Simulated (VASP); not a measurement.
A run of VASP 6.6.1:

Contents of INCAR:

```
ALGO = Normal
EDIFF = 1E-6
EDIFFG = -0.04
ENCUT = 600
GGA = PE
IBRION = 2
ISIF = 3
ISMEAR = 0
LASPH = T
LCHARG = F
LREAL = F
LWAVE = F
NELM = 100
NSW = 90
PREC = Accurate
SIGMA = 0.1
```

KPOINTS

```
k-points
0
Gamma
  3 3 6
```

File POSCAR:

```
TiSi6
1.0
    6.7672168369      0.0000000000      0.0000000000
   -3.3836084185      5.8605816937      0.0000000000
    0.0000000000      0.0000000000      3.5512457287
Ti Si
1 6
Direct
    0.0000000000      0.0000000000      0.0000000000
    0.0000000000      0.3291071091      0.5000000000
    0.6708928909      0.6708928909      0.5000000000
    0.3291071091      0.0000000000      0.5000000000
    0.0000000000      0.6708928909      0.5000000000
    0.3291071091      0.3291071091      0.5000000000
    0.6708928909      0.0000000000      0.5000000000
```

Potentials or basis: VASP PAW PBE potentials, release 64 (Ti_sv, Si).

Launch:

```sh
$ cat potpaw_PBE.64/Ti_sv/POTCAR potpaw_PBE.64/Si/POTCAR > POTCAR
$ mpirun -np 1 vasp_std > vasp.out
```

Hardware: 1 thread of Intel(R) Xeon(R) 6975P-C (Granite Rapids), with other jobs on the host.

Task: How long does it take, and how much memory?

Result: Wall time 6.3 min on 1 thread of Intel(R) Xeon(R) 6975P-C (Granite Rapids), with other jobs on the host, peak memory 0.3 GiB. Counts: scf iterations 225, k points 12, ion steps 25.
